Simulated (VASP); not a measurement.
Wanted: the native input for a VASP 6.6.1 run.

* Task: single point
* Functional: r2SCAN
* Potentials or basis: VASP PAW PBE potentials, release 64 (Sn_d, Se)
* Cutoff: 520 eV
* k mesh: 6 × 6 × 3
* Occupations: gaussian, width 0.05 eV
* Spin: no spin polarisation
* Dipole correction: no
* Further INCAR settings: ALGO = Normal; EDIFF = 1e-06; NBANDS = 28

SnSe, a slab with vacuum:

```
Sn Se
1.0
    -4.28533    0.00000    0.00000
     0.00000   -4.28533    0.00000
     0.00000    0.00000   10.84069
Sn Se
2 2
Cartesian
  -2.1427 0.0000 4.0911
  0.0000 -2.1427 6.8996
  -2.1427 0.0000 6.7707
  0.0000 -2.1427 4.2200
```

This cell differs from its parent crystal: the distance across one plane changed.

One way to write it, as run:

POSCAR

```
SnSe
1.0
   -4.2853274191      0.0000000000      0.0000000000
    0.0000000000     -4.2853274191      0.0000000000
    0.0000000000      0.0000000000     10.8406921300
Sn Se
2 2
Direct
    0.5000000000      0.0000000000      0.3773795530
    0.0000000000      0.5000000000      0.6364572019
    0.5000000000      0.0000000000      0.6245634774
    0.0000000000      0.5000000000      0.3892732775
```

INCAR.step1

```
SYSTEM = SnSe
ALGO     = Normal         ! electronic algorithm
EDIFF    = 1E-4           ! SCF threshold, eV
ENCUT    = 520            ! plane-wave cutoff, eV
GGA      = PE             ! functional
ISMEAR   = 0              ! smearing method
LASPH    = .TRUE.         ! aspherical terms in the spheres
LCHARG   = .FALSE.        ! write CHGCAR
LREAL    = .FALSE.        ! projectors in reciprocal space
LWAVE    = .TRUE.         ! write WAVECAR
NBANDS   = 28             ! bands
NELM     = 80             ! most SCF steps
PREC     = Accurate       ! precision mode
SIGMA    = 0.05           ! smearing width, eV
```

INCAR.step2

```
SYSTEM = SnSe
ALGO     = Normal         ! electronic algorithm
EDIFF    = 1E-6           ! SCF threshold, eV
ENCUT    = 520            ! plane-wave cutoff, eV
ISIF     = 2              ! what is computed and relaxed
ISMEAR   = 0              ! smearing method
ISTART   = 1            
LASPH    = .TRUE.         ! aspherical terms in the spheres
LCHARG   = .FALSE.        ! write CHGCAR
LMIXTAU  = .TRUE.       
LREAL    = .FALSE.        ! projectors in reciprocal space
LWAVE    = .FALSE.        ! write WAVECAR
METAGGA  = R2SCAN         ! meta-GGA
NBANDS   = 28             ! bands
NELM     = 80             ! most SCF steps
PREC     = Accurate       ! precision mode
SIGMA    = 0.05           ! smearing width, eV
```

KPOINTS

```
k-points
0
G
  6 6 3
  0 0 0
```

Potentials or basis: VASP PAW PBE potentials, release 64 (Sn_d, Se).

Launch:

```console
$ cat potpaw_PBE.64/Sn_d/POTCAR potpaw_PBE.64/Se/POTCAR > POTCAR
$ cp INCAR.step1 INCAR
$ mpirun -np 1 vasp_std > vasp.out
$ cp INCAR.step2 INCAR
$ mpirun -np 1 vasp_std > vasp.out
```

It gave:

```
Largest force          : 0.018 eV/Å
Band gap on the k mesh : 1.77 eV
```

Caveat: the cell differs from its parent crystal (the distance across one plane changed); there is no dipole correction, which matters where the two faces differ; the PAW data sets were made with another functional, which shifts forces and pressure a little; spin-orbit coupling is left out, which moves the levels of the heavy elements.

It took 5.1 min on 1 thread of Intel(R) Xeon(R) Platinum 8259CL CPU @ 2.50GHz (Skylake/Cascade Lake) (shared host), peak memory 0.36 GiB.
